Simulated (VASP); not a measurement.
Input of a VASP 6.6.1 run:

Contents of POSCAR:

```
In
1.0
   -1.8825252400      1.8825252400      1.8825252400
    1.8825252400     -1.8825252400      1.8825252400
    1.8825252400      1.8825252400     -1.8825252400
In
1
Direct
    0.0000000000      0.0000000000      0.0000000000
```

INCAR.step1

```
  PREC = Accurate
  ENCUT = 600
  ISMEAR = 0
  SIGMA = 0.1
  LREAL = False
  LASPH = True
  NELM = 100
  GGA = PE
  ALGO = Normal
  EDIFF = 1E-4
  LWAVE = True
  LCHARG = False
```

Contents of INCAR.step2:

```
  PREC = Accurate
  ENCUT = 600
  EDIFF = 1E-6
  ISMEAR = 0
  SIGMA = 0.1
  LREAL = False
  LASPH = True
  NELM = 100
  ALGO = Normal
  ISIF = 3
  LWAVE = False
  LCHARG = False
  METAGGA = R2SCAN
  LMIXTAU = True
  IBRION = 2
  NSW = 100
  EDIFFG = -0.005
  ISTART = 1
```

The input KPOINTS:

```
regular mesh
0
Gamma
  16 16 16
```

Potentials or basis: VASP PAW PBE potentials, release 64 (In_d).

Run with:

```sh
$ cat potpaw_PBE.64/In_d/POTCAR > POTCAR
$ cp INCAR.step1 INCAR
$ mpirun -np 1 vasp_std > vasp.out
$ cp INCAR.step2 INCAR
$ mpirun -np 1 vasp_std > vasp.out
```

(1) Predict the space group after relaxing (to 0.05 Å).

(2) Predict the relaxed cell.

(3) Predict the relaxed volume.

Answers

(1) Im-3m (No. 229).

(2) a = 3.262 Å, b = 3.262 Å, c = 3.262 Å, α = 109.47°, β = 109.47°, γ = 109.47°.

(3) 26.73 Å³/atom.

Caveat: the PAW data sets were made with another functional, which shifts forces and pressure a little.
